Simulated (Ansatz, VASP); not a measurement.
C in VASP and in Ansatz

File INCAR:

```
  ALGO = Normal
  EDIFF = 1E-8
  ENCUT = 520
  GGA = PE
  ISIF = 2
  ISMEAR = -1
  LASPH = True
  LCHARG = False
  LEFG = True
  LREAL = False
  LWAVE = False
  NBANDS = 16
  NELM = 80
  PREC = Accurate
  SIGMA = 0.01
```

File KPOINTS:

```
k-points
0
Gamma
  15 15 5
```

Contents of POSCAR:

```
C
1.0
    2.4700000000      0.0000000000      0.0000000000
   -1.2350000000      2.1390827473      0.0000000000
    0.0000000000      0.0000000000      6.7900000000
C
4
Direct
    0.0000000000      0.0000000000      0.0000000000
    0.0000000000      0.0000000000      0.5000000000
    0.3333333333      0.6666666667      0.0050000000
    0.6666666667      0.3333333333      0.5050000000
```

Input for Ansatz:

```yaml
crystal:
  lattice:
    - [2.47, 0.0, 0.0]
    - [-1.235, 2.1390827473, 0.0]
    - [0.0, 0.0, 6.79]
  atoms:
    - { symbol: C, position: [0.0, 0.0, 0.0] }
    - { symbol: C, position: [0.0, 0.0, 0.5] }
    - { symbol: C, position: [0.3333333333, 0.6666666667, 0.005] }
    - { symbol: C, position: [0.6666666667, 0.3333333333, 0.505] }
kpoints:
  mp_grid: { grid: [15, 15, 5] }
scf:
  occupations: { method: fermi_dirac, width: 0.01 }
hamiltonian:
  xc: pbe
  pseudopotentials: { kind: paw }
output:
  forces: true
  stress: true
  populations: true
  efg: { contact_densities: true }
```

Alike in both runs: task electric field gradients; functional PBE; k mesh 15 × 15 × 5; occupations fermi-dirac, width 0.01 eV; no spin polarisation.

|  | VASP | Ansatz |
| --- | --- | --- |
| version | VASP 6.6.1 | Ansatz 0.2.0 |
| potentials or method | VASP PAW PBE potentials, release 64 (C) | plane-wave PAW, scalar-relativistic |
| plane-wave cutoff (eV) | 520 | 420 |
| valence electrons in the cell | 16 | 16 |

VASP gave:

| Property | Result |
| --- | --- |
| pressure (GPa) | 0.0 |
| traceless stress, the component that is largest in VASP (GPa) | 2.76 |
| rms of the force components (eV/Å) | 0.328 |
| size of Vzz on the site where it differs most (V/Å²) | 31.0 |

Q: Estimate Ansatz's values.

A: Pressure (GPa): -0.4; traceless stress, the component that is largest in VASP (GPa): 3.28; rms of the force components (eV/Å): 0.329; size of Vzz on the site where it differs most (V/Å²): 23.6.

Atom by atom the forces differ by 0.001 eV/Å (rms over components). The functional is the same, so the differences come from potentials, cutoffs and numerics.
